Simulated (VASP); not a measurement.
# Sr (Im-3m) in VASP: further runs

The runs below take Sr through single point, with PBEsol.

Everything below comes from runs of VASP 6.6.1. Logs are shortened: lines on timing, memory, paths and dates and some standing lists are left out, and cuts for length are marked.

### Step 1. The cell of the first run

It takes space group Im-3m (No. 229, cubic). The conventional cell has a = 3.586 Å, b = 3.586 Å, c = 3.586 Å, α = 90.00°, β = 90.00°, γ = 90.00°. Within 4.1 Å of Sr (site symmetry m-3m) lie 14 Sr at 3.11 to 3.59 Å.

### Step 2. Single point, PBEsol (volume scaled by 0.45)

File INCAR:

```
PREC = Accurate
ENCUT = 520
EDIFF = 1E-6
ISMEAR = -1
SIGMA = 0.08
LREAL = False
LASPH = True
NELM = 60
ALGO = Normal
ISIF = 2
LWAVE = False
LCHARG = True
GGA = PS
LELF = True
LVHAR = True
NBANDS = 11
```

File KPOINTS:

```
Automatic mesh
0
Gamma
  11 11 11
```

File POSCAR:

```
Sr
1.0
   -1.7928277604      1.7928277604      1.7928277604
    1.7928277604     -1.7928277604      1.7928277604
    1.7928277604      1.7928277604     -1.7928277604
Sr
1
Direct
    0.0000000000      0.0000000000      0.0000000000
```

Potentials or basis: VASP PAW PBE potentials, release 64 (Sr_sv).

On the command line:

```
$ cat potpaw_PBE.64/Sr_sv/POTCAR > POTCAR
$ mpirun -np 1 vasp_std > vasp.out
```

OUTCAR:

```text
PREC = Accurate
   ENCUT = 520
   EDIFF = 1E-6
   ISMEAR = -1
   LREAL = False
   LASPH = True
   NELM = 60
   ISIF = 2
   GGA = PS

 ion  position               nearest neighbor table
   1  0.000  0.000  0.000-

  LATTYP: Found a body centered cubic cell.
 ALAT       =     3.5856555208

  Lattice vectors:

 A1 = (  -1.7928277604,   1.7928277604,   1.7928277604)
 A2 = (   1.7928277604,  -1.7928277604,   1.7928277604)
 A3 = (   1.7928277604,   1.7928277604,  -1.7928277604)

Analysis of symmetry for initial positions (statically):
=====================================================================
 Subroutine PRICEL returns:
 Original cell was already a primitive cell.

 Routine SETGRP: Setting up the symmetry group for a
 body centered cubic supercell.

 Subroutine GETGRP returns: Found 48 space group operations
 (whereof 48 operations were pure point group operations)
 out of a pool of 48 trial point group operations.

The static configuration has the point symmetry O_h .

Analysis of symmetry for dynamics (positions and initial velocities):
=====================================================================
 Subroutine PRICEL returns:
 Original cell was already a primitive cell.

 Routine SETGRP: Setting up the symmetry group for a
 body centered cubic supercell.

 Subroutine GETGRP returns: Found 48 space group operations
 (whereof 48 operations were pure point group operations)
 out of a pool of 48 trial point group operations.

The dynamic configuration has the point symmetry O_h .

 Subroutine INISYM returns: Found 48 space group operations
 (whereof 48 operations are pure point group operations),
 and found     1 'primitive' translations

----------------------------------------------------------------------------------------

                                     Primitive cell

  volume of cell :      23.0503

  direct lattice vectors                    reciprocal lattice vectors
    -1.792827760  1.792827760  1.792827760     0.000000000  0.278889033  0.278889033
     1.792827760 -1.792827760  1.792827760     0.278889033  0.000000000  0.278889033
     1.792827760  1.792827760 -1.792827760     0.278889033  0.278889033  0.000000000

  length of vectors
     3.105268770  3.105268770  3.105268770     0.394408653  0.394408653  0.394408653

  position of ions in fractional coordinates (direct lattice)
     0.000000000  0.000000000  0.000000000

  ion indices of the primitive-cell ions
   primitive index   ion index
                 1           1

----------------------------------------------------------------------------------------

 KPOINTS: Automatic mesh

Automatic generation of k-mesh.
 Grid dimensions read from file:
 generate k-points for:   11   11   11

 Generating k-lattice:

  Cartesian coordinates                     Fractional coordinates (reciprocal lattice)
     0.000000000  0.025353548  0.025353548     0.090909091  0.000000000  0.000000000
     0.025353548  0.000000000  0.025353548     0.000000000  0.090909091  0.000000000
     0.025353548  0.025353548  0.000000000     0.000000000  0.000000000  0.090909091

  Length of vectors
     0.035855332  0.035855332  0.035855332

  Shift w.r.t. Gamma in fractional coordinates (k-lattice)
     0.000000000  0.000000000  0.000000000

 Subroutine IBZKPT returns following result:
 ===========================================

 Found     56 irreducible k-points:

 Following reciprocal coordinates:
            Coordinates               Weight
  0.000000  0.000000  0.000000      1.000000
  0.090909  0.000000  0.000000     12.000000
  0.181818  0.000000  0.000000     12.000000
  0.272727  0.000000  0.000000     12.000000
  0.363636  0.000000  0.000000     12.000000
  0.454545  0.000000  0.000000     12.000000
[... 16 lines left out ...]
  0.272727  0.181818  0.090909     48.000000
  0.363636  0.181818  0.090909     24.000000
 [... further k-points ...]
   k-points           NKPTS =     56   k-points in BZ     NKDIM =     56   number of bands    NBANDS=     11
   number of dos      NEDOS =    301   number of ions     NIONS =      1
   total plane-waves  NPLWV =  13824
   dimension x,y,z NGX =    24 NGY =   24 NGZ =   24
   dimension x,y,z NGXF=    48 NGYF=   48 NGZF=   48
   ions per type =               1
   NGX,Y,Z   is equivalent  to a cutoff of  12.85, 12.85, 12.85 a.u.
   NGXF,Y,Z  is equivalent  to a cutoff of  25.70, 25.70, 25.70 a.u.
 SYSTEM =  unknown system
   PREC   = accura    normal or accurate (medium, high low for compatibility)
   ISTART =      0    job   : 0-new  1-cont  2-samecut
   ICHARG =      2    charge: 1-file 2-atom 10-const
   ISPIN  =      1    spin polarized calculation?
   LNONCOLLINEAR =      F non collinear calculations
   LSORBIT =      F    spin-orbit coupling
   LASPH  =      T    aspherical Exc in radial PAW
   ENCUT  =  520.0 eV  38.22 Ry    6.18 a.u.   5.77  5.77  5.77*2*pi/ulx,y,z
   NELM   =     60;   NELMIN=  2; NELMDL= -5     # of ELM steps
   EDIFF  = 0.1E-05   stopping-criterion for ELM
   LREAL  =      F    real-space projection
   EDIFFG = 0.1E-04   stopping-criterion for IOM
   NSW    =      0    number of steps for IOM
   IBRION =     -1    ionic relax: 0-MD 1-quasi-New 2-CG
   NFREE  =      0    steps in history (QN), initial steepest desc. (CG)
   ISIF   =      2    stress and relaxation
   ISYM   =      2    0-nonsym 1-usesym 2-fastsym
   POTIM  = 0.5000    time-step for ionic-motion
   TEBEG  =    0.0;   TEEND  =   0.0 temperature during run
   PSTRESS=    0.0 pullay stress
   NELECT =      10.0000    total number of electrons
   NUPDOWN=      -1.0000    fix difference up-down
   EMIN   =  10.00;   EMAX   =-10.00  energy-range for DOS
   EFERMI =   0.00;   METHOD = LEGACY
   ISMEAR =    -1;   SIGMA  =   0.08  broadening in eV -4-tet -1-fermi 0-gaus
   EFERMI_NEDOS =   21; number of points for ismear=-14 and -15
   IALGO  =     38    algorithm
   IMIX   =      4    mixing-type and parameters
     AMIX     =   0.40;   BMIX     =  1.00
     AMIX_MAG =   1.60;   BMIX_MAG =  1.00
  volume/ion in A,a.u.               =      23.05       155.55
  Fermi-wavevector in a.u.,A,eV,Ry     =   1.239318  2.341972 20.897329  1.535910
  Thomas-Fermi vector in A             =   2.373807
   LORBIT       =      0    0 simple, 1 ext, 2 COOP (PROOUT), +10 PAW based schemes
   GGA     = PS    functional components
   LHFCALC =     F    Hartree Fock is set to
   AEXX    =    0.0000 exact exchange contribution
   IVDW    =     0    specifies the selected vdW correction
   LEPSILON=     F    determine dielectric tensor
   LRPA    =     F    only Hartree local field effects (RPA)
 non-spin polarized calculation
  energy-cutoff  :      520.00
  volume of cell :       23.05
 maximum number of plane-waves:       632
   NGX = 11   NGY = 11   NGZ = 11

 number of electron      10.0000000 magnetization

 Free energy of the ion-electron system (eV)
  ---------------------------------------------------
  ext. energy  EPLUGINS =         0.00000000
  ---------------------------------------------------
  free energy    TOTEN  =        -0.14796948 eV

  energy without entropy =       -0.12625771  energy(sigma->0) =       -0.13711360

 E-fermi :   5.4289     XC(G=0): -10.7418

 val. band max:        5.4139019672   @ k =  -0.2727   0.3636   0.1818
 cond. band min:       5.4419302537   @ k =  -0.2727   0.2727   0.2727
 fundamental gap:      0.0280282865
 Fermi energy:         5.4289122133

 k-point     1 :       0.0000    0.0000    0.0000
  band No.  band energies     occupation
      1     -30.2120      2.00000
      2     -10.8866      2.00000
      3     -10.8866      2.00000
      4     -10.8866      2.00000
      5       1.6467      2.00000
      6       8.8407      0.00000
      7       8.8407      0.00000
      8       8.8407      0.00000
      9      11.7062      0.00000
     10      11.7062      0.00000
     11      17.5614      0.00000

 k-point     2 :       0.0909    0.0000    0.0000
  band No.  band energies     occupation
      1     -30.1724      2.00000
      2     -11.1385      2.00000
      3     -10.9525      2.00000
      4     -10.8915      2.00000
      5       2.0355      2.00000
      6       8.5265      0.00000
      7       8.6718      0.00000
      8       9.2186      0.00000
      9      11.1994      0.00000
     10      11.6550      0.00000
     11      18.0064      0.00000

 k-point     3 :       0.1818    0.0000    0.0000
  band No.  band energies     occupation
      1     -30.0645      2.00000
      2     -11.7645      2.00000
      3     -11.1242      2.00000
      4     -10.9048      2.00000
      5       2.9754      2.00000
      6       7.8245      0.00000
      7       8.0243      0.00000
      8      10.3161      0.00000
      9      10.9957      0.00000
     10      11.6332      0.00000
     11      18.9522      0.00000

 k-point     4 :       0.2727    0.0000    0.0000
  band No.  band energies     occupation
      1     -29.9185      2.00000
      2     -12.5029      2.00000
      3     -11.3384      2.00000
      4     -10.9229      2.00000
      5       3.7847      2.00000
      6       7.0950      0.00000
      7       7.6751      0.00000
      8      11.4859      0.00000
      9      11.8430      0.00000
     10      12.0312      0.00000
     11      18.8294      0.00000
[... 239 lines left out ...]
 k-point    22 :       0.1818    0.1818    0.0909
  band No.  band energies     occupation
      1     -29.7656      2.00000
      2     -12.9472      2.00000
      3     -11.6069      2.00000
      4     -11.2859      2.00000
      5       5.3563      1.42519
      6       6.4580      0.00001
      7       6.8330      0.00000
      8      12.0602      0.00000
      9      12.8233      0.00000
     10      15.4047      0.00000
     11      19.5134      0.00000

 k-point    23 :       0.2727    0.1818    0.0909
  band No.  band energies     occupation
      1     -29.6811      2.00000
      2     -13.0828      2.00000
      3     -11.9578      2.00000
      4     -11.3650      2.00000
      5       5.3743      1.32856
      6       6.3791      0.00001
      7       7.7146      0.00000
      8      12.4747      0.00000
      9      13.2297      0.00000
     10      16.7925      0.00000
     11      18.6341      0.00000

 k-point    24 :       0.3636    0.1818    0.0909
  band No.  band energies     occupation
      1     -29.6493      2.00000
      2     -13.1054      2.00000
      3     -12.1213      2.00000
      4     -11.3894      2.00000
      5       5.2733      1.74987
      6       6.3569      0.00002
      7       8.3292      0.00000
      8      12.6557      0.00000
      9      13.3628      0.00000
     10      17.3047      0.00000
     11      17.8906      0.00000

 [... further k-points ...]
[... 5 lines left out ...]
  --------------------------------------------------------------------------------------
  -------------------------------------------------------------------------------------
  Total        4.7477466      4.7477466      4.7477466     -0.0000000      0.0000000     -0.0000000
  in kB      330.0064392    330.0064392    330.0064392     -0.0000000      0.0000000     -0.0000000
  external PRESSURE =     330.0064392 kB  Pullay stress =       0.0000000 kB

 VOLUME and BASIS-vectors are now :
 -----------------------------------------------------------------------------
  energy-cutoff  :      520.00
  volume of cell :       23.05
      direct lattice vectors                 reciprocal lattice vectors
    -1.792827760  1.792827760  1.792827760     0.000000000  0.278889033  0.278889033
     1.792827760 -1.792827760  1.792827760     0.278889033  0.000000000  0.278889033
     1.792827760  1.792827760 -1.792827760     0.278889033  0.278889033  0.000000000

 POSITION                                       TOTAL-FORCE (eV/Angst)
 -----------------------------------------------------------------------------------
      0.00000      0.00000      0.00000        -0.000000      0.000000     -0.000000
 -----------------------------------------------------------------------------------
    total drift:                                0.000000      0.000000      0.000000

  FREE ENERGIE OF THE ION-ELECTRON SYSTEM (eV)
  ---------------------------------------------------
  free  energy   TOTEN  =        -0.1479694793 eV

  energy  without entropy=       -0.1262577140  energy(sigma->0) =       -0.13711360
```

Wall time 4.7 s (1 thread of Intel Xeon 6975P-C (Granite Rapids), shared host); peak memory 0.14 GiB.

Results:

```
Free energy            : -0.1480 eV
Pressure               : 33.0 GPa
Band gap on the k mesh : zero (band 5 reaches 6.42 eV, above the bottom of band 6 at 3.52 eV)
```

Levels at points of the mesh, in eV from the Fermi level:
```
           k point  band 3  band 4  band 5  band 6  band 7  band 8
(0.00, 0.00, 0.00)  -16.32  -16.32   -3.78    3.41    3.41    3.41
```

Caveat: the PAW data sets were made with another functional, which shifts forces and pressure a little.

### Step 3. Single point, PBEsol (volume scaled by 0.45)

File INCAR:

```
SYSTEM = Sr
ALGO = Normal
EDIFF = 1E-6
ENCUT = 520
GGA = PS
ISIF = 2
ISMEAR = -1
LASPH = .TRUE.
LCHARG = .TRUE.
LELF = .TRUE.
LREAL = .FALSE.
LVHAR = .TRUE.
LWAVE = .FALSE.
NBANDS = 11
NELM = 60
PREC = Accurate
SIGMA = 0.08
```

File KPOINTS:

```
k-points
0
G
  11 11 11
  0 0 0
```

POSCAR is that of step 2.

Potentials or basis: VASP PAW PBE potentials, release 64 (Sr_sv).

On the command line:

```
$ cat potpaw_PBE.64/Sr_sv/POTCAR > POTCAR
$ mpirun -np 1 vasp_std > vasp.out
```

OUTCAR:

```text
SYSTEM = Sr
   EDIFF = 1E-6
   ENCUT = 520
   GGA = PS
   ISIF = 2
   ISMEAR = -1
   LASPH = .TRUE.
   LREAL = .FALSE.
   NELM = 60
   PREC = Accurate

 ion  position               nearest neighbor table
   1  0.000  0.000  0.000-

  LATTYP: Found a body centered cubic cell.
 ALAT       =     3.5856555208

  Lattice vectors:

 A1 = (  -1.7928277604,   1.7928277604,   1.7928277604)
 A2 = (   1.7928277604,  -1.7928277604,   1.7928277604)
 A3 = (   1.7928277604,   1.7928277604,  -1.7928277604)

Analysis of symmetry for initial positions (statically):
[... 504 lines left out ...]
      4     -11.3894      2.00000
      5       5.2733      1.74987
      6       6.3569      0.00002
      7       8.3292      0.00000
      8      12.6557      0.00000
      9      13.3628      0.00000
     10      17.3047      0.00000
     11      17.8906      0.00000

 [... further k-points ...]
[... 5 lines left out ...]
  --------------------------------------------------------------------------------------
  -------------------------------------------------------------------------------------
  Total        4.7477466      4.7477466      4.7477466     -0.0000000      0.0000000     -0.0000000
  in kB      330.0064392    330.0064392    330.0064392     -0.0000000      0.0000000     -0.0000000
  external PRESSURE =     330.0064392 kB  Pullay stress =       0.0000000 kB

 VOLUME and BASIS-vectors are now :
 -----------------------------------------------------------------------------
  energy-cutoff  :      520.00
  volume of cell :       23.05
      direct lattice vectors                 reciprocal lattice vectors
    -1.792827760  1.792827760  1.792827760     0.000000000  0.278889033  0.278889033
     1.792827760 -1.792827760  1.792827760     0.278889033  0.000000000  0.278889033
     1.792827760  1.792827760 -1.792827760     0.278889033  0.278889033  0.000000000

 POSITION                                       TOTAL-FORCE (eV/Angst)
 -----------------------------------------------------------------------------------
      0.00000      0.00000      0.00000        -0.000000      0.000000     -0.000000
 -----------------------------------------------------------------------------------
    total drift:                                0.000000      0.000000      0.000000

  FREE ENERGIE OF THE ION-ELECTRON SYSTEM (eV)
  ---------------------------------------------------
  free  energy   TOTEN  =        -0.1479694793 eV

  energy  without entropy=       -0.1262577140  energy(sigma->0) =       -0.13711360
```

OSZICAR:

```text
N       E                     dE             d eps       ncg     rms          rms(c)
DAV:   1     0.356300183357E+02    0.35630E+02   -0.56506E+03  1240   0.887E+02
DAV:   2     0.854477011942E+00   -0.34776E+02   -0.33925E+02  1477   0.172E+02
DAV:   3    -0.200356678805E+00   -0.10548E+01   -0.10398E+01  1607   0.225E+01
DAV:   4    -0.229295698767E+00   -0.28939E-01   -0.28896E-01  1564   0.348E+00
DAV:   5    -0.230153058370E+00   -0.85736E-03   -0.85733E-03  1584   0.420E-01    0.203E+01
DAV:   6    -0.164826707713E+00    0.65326E-01   -0.69993E-02  1663   0.154E+00    0.120E+01
DAV:   7    -0.147950550304E+00    0.16876E-01   -0.98559E-02  1719   0.168E+00    0.110E+00
DAV:   8    -0.148005763374E+00   -0.55213E-04   -0.58440E-03  1348   0.632E-01    0.176E-01
DAV:   9    -0.147970186584E+00    0.35577E-04   -0.12979E-04  1658   0.977E-02    0.734E-02
DAV:  10    -0.147969479262E+00    0.70732E-06   -0.86281E-06  1476   0.327E-02
   1 F= -.14796948E+00 E0= -.13711360E+00  d E =-.217118E-01
```

Run time: 5.4 s. Hardware: 1 thread of Intel Xeon 6975P-C (Granite Rapids), shared host; peak memory 0.14 GiB.

Results:

```yaml
Free_energy: -0.1480 eV
Pressure: 33.0 GPa
Band_gap_on_the_k_mesh: zero (band 5 reaches 6.42 eV, above the bottom of band 6 at 3.52 eV)
```

Caveat: the PAW data sets were made with another functional, which shifts forces and pressure a little.
